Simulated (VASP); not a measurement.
## ZnF2: single point with r2SCAN

Crystal: ZnF2.

```
Zn F
1.0
     4.43292    0.00000    0.00000
     0.00000    4.43292    0.00000
     0.00000    0.00000    2.94700
Zn F
2 4
Cartesian
  0.0000 0.0000 0.0000
  2.2165 2.2165 1.4735
  1.3298 1.3298 0.0000
  0.8867 3.5463 1.4735
  3.1031 3.1031 0.0000
  3.5463 0.8867 1.4735
```

This cell differs from its parent crystal: strain -5.8%.

```json
{
 "Program": "VASP 6.6.1",
 "Task": "single point",
 "Functional": "r2SCAN",
 "Potentials or basis": "VASP PAW PBE potentials, release 64 (Zn, F)",
 "Cutoff": "660 eV",
 "k mesh": "6 × 6 × 8",
 "Occupations": "gaussian, width 0.01 eV",
 "Spin": "no spin polarisation"
}
```

* Pressure: 33.7 GPa
* Largest force: 0.016 eV/Å
* Band gap on the k mesh: 4.46 eV

Forces on the atoms (eV/Å):
```
Zn   0.000  0.000  0.000
Zn   0.000  0.000  0.000
F   -0.011 -0.011  0.000
F    0.011 -0.011  0.000
F    0.011  0.011  0.000
F   -0.011  0.011  0.000
```

Stress tensor (GPa, compression positive):
```
32.37  0.00  0.00
 0.00 32.37  0.00
 0.00  0.00 36.47
```

Levels at points of the mesh, in eV from the valence-band top:
| k point | band 24 | band 25 | band 26 | band 27 | band 28 | band 29 |
| --- | --- | --- | --- | --- | --- | --- |
| (0.00, 0.00, 0.00) | -0.72 | -0.72 | 0.00 | 4.46 | 10.40 | 10.40 |
| (0.50, 0.00, 0.00) | -0.94 | -0.88 | -0.88 | 7.35 | 7.35 | 11.56 |
| (0.50, 0.50, 0.00) | -1.69 | -0.74 | -0.74 | 8.73 | 8.73 | 10.02 |
| (0.00, 0.00, 0.50) | -1.66 | -1.54 | -1.54 | 9.96 | 9.96 | 13.47 |
| (0.50, 0.00, 0.50) | -2.09 | -0.24 | -0.24 | 10.84 | 10.84 | 11.43 |
| (0.50, 0.50, 0.50) | -1.66 | -1.02 | -1.02 | 9.85 | 9.85 | 12.17 |

Run time: 6.7 min on 1 thread of AMD EPYC 7R43 64-Core Processor (Zen 3) (shared host), peak memory 0.25 GiB.

Caveat: the cell differs from its parent crystal (strain -5.8%); the cell stands under pressure; the PAW data sets were made with another functional, which shifts forces and pressure a little. A k mesh can miss the band edges.
